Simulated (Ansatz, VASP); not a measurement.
# Two plane-wave programs on PbSe

```
Pb Se
1.0
     0.00000    3.08967    3.08967
     3.08967    0.00000    3.08967
     3.08967    3.08967    0.00000
Pb Se
1 1
Direct
  0.00000 0.00000 0.00000
  0.50000 0.50000 0.50000
```

Alike in both runs: functional r2SCAN; k mesh 14 × 14 × 14; occupations fermi-dirac, width 0.1 eV; no spin polarisation.

Ansatz relaxed the structure, and its values are those at the end. VASP's run is a single point on that final structure, the one shown.

|  | VASP | Ansatz |
| --- | --- | --- |
| version | VASP 6.6.1 | Ansatz 0.2.0 |
| potentials or method | VASP PAW PBE potentials, release 64 (Pb_d, Se) | PAW with Ansatz's default frozen-core files, scalar-relativistic |
| plane-wave cutoff (eV) | 520 | 500 |
| valence electrons in the cell | 20 | 30 |

```tsv
	VASP	Ansatz	Ansatz less VASP
pressure (GPa)	0.0	0.0	-0.02
```

VASP's potentials were made for PBE, not for r2SCAN. The functional is the same, so the differences come from potentials, cutoffs and numerics. VASP's potentials hold 20 valence electrons a cell and Ansatz's 30, so a difference there can come from the potentials and not from the codes.

Spin-orbit coupling is off throughout.
